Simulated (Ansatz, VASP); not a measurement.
**Two plane-wave programs on Ge5Sb**

```xyz
6
Lattice="5.9091 0.0000 0.0000 0.0000 5.9091 0.0000 0.0000 0.0000 5.9091" Properties=species:S:1:pos:R:3 pbc="T T T"
Ge    4.3723    4.3723    4.3723
Ge    1.5367    1.5367    4.3723
Ge    1.5367    4.3723    1.5367
Ge    4.3723    1.5367    1.5367
Ge    2.9545    2.9545    2.9545
Sb    0.0000    0.0000    0.0000
```

Alike in both runs: functional PBE; k mesh 6 × 6 × 6; occupations gaussian, width 0.1 eV; no spin polarisation.

Ansatz relaxed the structure, and its values are those at the end. VASP's run is a single point on that final structure, the one shown.

```csv
,VASP,Ansatz
version,VASP 6.6.1,Ansatz 0.2.0
potentials or method,"VASP PAW PBE potentials, release 64 (Ge_d, Sb), cutoff 520 eV","scalar-relativistic, plane waves, PAW"
valence electrons in the cell,75,85
```

VASP gave:

```
gap on the k mesh at the Fermi level (eV) : none
pressure (GPa)                            : 0.0
rms of the force components (eV/Å)        : 0.010
```

Q: Estimate Ansatz's values.

A: gap on the k mesh at the Fermi level (eV): none; pressure (GPa): 0.0; rms of the force components (eV/Å): 0.007.

A gap of «none» marks a metal or a gap that the smearing closes. The functional is the same, so the differences come from potentials, cutoffs and numerics. VASP's potentials hold 75 valence electrons a cell and Ansatz's 85, so a difference there can come from the potentials and not from the codes.

Spin-orbit coupling is off throughout.
